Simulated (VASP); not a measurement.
The system is NaScTe2.

```
Na Te Sc
1.0
     4.31956    0.00000    0.00000
     0.00000    4.31956    0.00000
     0.00000    0.00000    5.92731
Na Te Sc
1 2 1
Direct
  0.00000 0.00000 0.00000
  0.00000 0.00000 0.50000
  0.50000 0.50000 0.00000
  0.50000 0.50000 0.50000
```

```yaml
Program: VASP 6.6.1
Task: relaxation of cell and atoms
Functional: PBEsol
Potentials_or_basis: VASP PAW PBE potentials, release 64 (Na_pv, Te, Sc_sv)
Cutoff: 600 eV
k_mesh: 6 × 6 × 4
Occupations: fermi-dirac, width 0.02 eV
Spin: no spin polarisation
```

At the start: pressure -1.9 GPa; volume 27.65 Å³/atom.

Question: Where does the relaxation end?

Answer: Over 5 steps the energy falls by 7.5 meV/atom and the volume is 26.45 Å³/atom (-4.3 %); space group P4/mmm (No. 123, to 0.1 Å) before and after.

Step by step:
```
step  energy change (eV)  largest force (eV/Å)  pressure (GPa)  volume (Å³)
   1              0.0000                0.0000           -1.92       110.60
   2             -0.0290                0.0000            0.26       105.37
   3             -0.0294                0.0000            0.00       105.91
   4             -0.0300                0.0000            0.03       105.83
   5             -0.0300                0.0000            0.01       105.81
```

Final structure:
```
CELL_PARAMETERS angstrom
4.24928 0.00000 0.00000
0.00000 4.24928 0.00000
0.00000 0.00000 5.85976
ATOMIC_POSITIONS crystal
Na 0.00000 0.00000 0.00000
Te 0.00000 0.00000 0.50000
Te 0.50000 0.50000 0.00000
Sc 0.50000 0.50000 0.50000
```

Caveat: the PAW data sets were made with another functional, which shifts forces and pressure a little.
